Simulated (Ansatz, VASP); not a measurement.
# In3GaAs4 in VASP and in Ansatz

Contents of INCAR:

```
SYSTEM = In3GaAs4
  PREC = Accurate
  ENCUT = 520
  EDIFF = 1E-6
  ISMEAR = -1
  SIGMA = 0.02
  LREAL = .False.
  LASPH = .True.
  NELM = 150
  ALGO = Normal
  ISIF = 2
  LWAVE = .False.
  LCHARG = .False.
  MAGMOM = 0 0 0 0 0 0 0 0 0 0 0 0 0 0 0 0 0 0 0 0 0 0 0 0
  LORBIT = 11
  LSORBIT = .True.
  GGA_COMPAT = .False.
  LORBMOM = .True.
  GGA = PE
  NBANDS = 90
```

File KPOINTS:

```
regular mesh
0
Gamma
  4 4 4
  0 0 0
```

POSCAR

```
In3GaAs4
1.0
    5.9982332510      0.0000000000      0.0000000000
    0.0000000000      5.9982332510      0.0000000000
    0.0000000000      0.0000000000      5.9982332510
Ga As In
1 4 3
Direct
    0.0000000000      0.0000000000      0.0000000000
    0.2396018501      0.2396018501      0.2396018501
    0.7603981499      0.7603981499      0.2396018501
    0.7603981499      0.2396018501      0.7603981499
    0.2396018501      0.7603981499      0.7603981499
    0.5000000000      0.5000000000      0.0000000000
    0.5000000000      0.0000000000      0.5000000000
    0.0000000000      0.5000000000      0.5000000000
```

Input for Ansatz:

```yaml
crystal:
  lattice:
    - [5.998233251, 0.0, 0.0]
    - [0.0, 5.998233251, 0.0]
    - [0.0, 0.0, 5.998233251]
  atoms:
    - { symbol: Ga, position: [0.0, 0.0, 0.0] }
    - { symbol: As, position: [0.2396018501, 0.2396018501, 0.2396018501] }
    - { symbol: In, position: [0.5, 0.5, 0.0] }
    - { symbol: As, position: [0.7603981499, 0.7603981499, 0.2396018501] }
    - { symbol: In, position: [0.5, 0.0, 0.5] }
    - { symbol: As, position: [0.7603981499, 0.2396018501, 0.7603981499] }
    - { symbol: In, position: [0.0, 0.5, 0.5] }
    - { symbol: As, position: [0.2396018501, 0.7603981499, 0.7603981499] }
kpoints:
  mp_grid: { grid: [4, 4, 4] }
  band_path:
    path: [[0.0, 0.0, 0.0], [0.0, 0.5, 0.0], [0.5, 0.5, 0.0], [0.5, 0.5, 0.5]]
    npoints: 1
hamiltonian:
  xc: pbe
scf:
  occupations: { method: fermi_dirac, width: 0.02 }
  n_extra_bands: 12
magnetization:
  noncollinear: true
  spin_orbit: true
output:
  forces: true
  stress: true
  eigenvalues: true
```

Alike in both runs: task single point; functional PBE; k mesh 4 × 4 × 4; occupations fermi-dirac, width 0.02 eV; non-collinear spin, spin-orbit coupling.

|  | VASP | Ansatz |
| --- | --- | --- |
| version | VASP 6.6.1 | Ansatz 0.2.0 |
| potentials or method | VASP PAW PBE potentials, release 64 (Ga_d, As, In_d) | plane waves, PAW |
| plane-wave cutoff (eV) | 520 | 420 |
| valence electrons in the cell | 72 | 112 |

Ansatz gave:

```
pressure (GPa)                     : 2.2
rms of the force components (eV/Å) : 0.005
```

Question: Estimate VASP's values.

Answer: Pressure (GPa): 2.3; rms of the force components (eV/Å): 0.007.

VASP's potentials hold 72 valence electrons a cell and Ansatz's 112, so a difference there can come from the potentials and not from the codes.
